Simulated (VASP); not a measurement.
Set up this calculation in VASP 6.6.1, as the native input.

| Item | Value |
| --- | --- |
| Task | relaxation of shape and atoms at fixed volume |
| Functional | PBEsol |
| Potentials or basis | VASP PAW PBE potentials, release 64 (Nb_sv, Sb) |
| Cutoff | 600 eV |
| k mesh | 10 × 10 × 6 |
| Occupations | gaussian, width 0.05 eV |
| Spin | no spin polarisation |
| Dipole correction | no |
| Further INCAR settings | ALGO = Normal; EDIFF = 1e-06; IBRION = 2; EDIFFG = -0.01; NSW = 60; ISIF = 4 |

The structure of NbSb lies in POSCAR:

```
NbSb
1.0
    3.1122220661      0.0000000000      0.0000000000
   -1.5561110330      2.6952633715      0.0000000000
    0.0000000000      0.0000000000      9.9872754769
Nb Sb
2 2
Direct
    0.6666666667      0.3333333333     -0.0488632132
    0.3333333333      0.6666666667      0.4511367868
    0.6666666667      0.3333333333      0.6740632132
    0.3333333333      0.6666666667      0.1740632132
```

The input as run:

INCAR

```
SYSTEM = NbSb
PREC = Accurate
ENCUT = 600
EDIFF = 1E-6
ISMEAR = 0
SIGMA = 0.05
LREAL = .False.
LASPH = .True.
NELM = 60
ALGO = Normal
ISIF = 4
LWAVE = .False.
LCHARG = .False.
GGA = PS
IBRION = 2
NSW = 60
EDIFFG = -0.01
```

KPOINTS

```
Automatic mesh
0
Gamma
  10 10 6
  0 0 0
```

Potentials or basis: VASP PAW PBE potentials, release 64 (Nb_sv, Sb).

Launch:

```bash
$ cat potpaw_PBE.64/Nb_sv/POTCAR potpaw_PBE.64/Sb/POTCAR > POTCAR
$ mpirun -np 1 vasp_std > vasp.out
```

Results of the run:

| Property | Result |
| --- | --- |
| Energy gained by relaxing | 0.3 meV/atom |
| Ionic steps | 4 |
| Pressure after relaxing | 2.5 GPa |
| Largest force after relaxing | 0.005 eV/Å |
| Band gap on the k mesh | zero (bands 18 and 19 overlap by 1.22 eV) |

Caveat: the PAW data sets were made with another functional, which shifts forces and pressure a little; spin-orbit coupling is left out, which moves the levels of the heavy elements.

Wall time 5.6 min on 1 thread of Intel(R) Xeon(R) Platinum 8259CL CPU @ 2.50GHz (Skylake/Cascade Lake), on a shared host, peak memory 0.32 GiB.
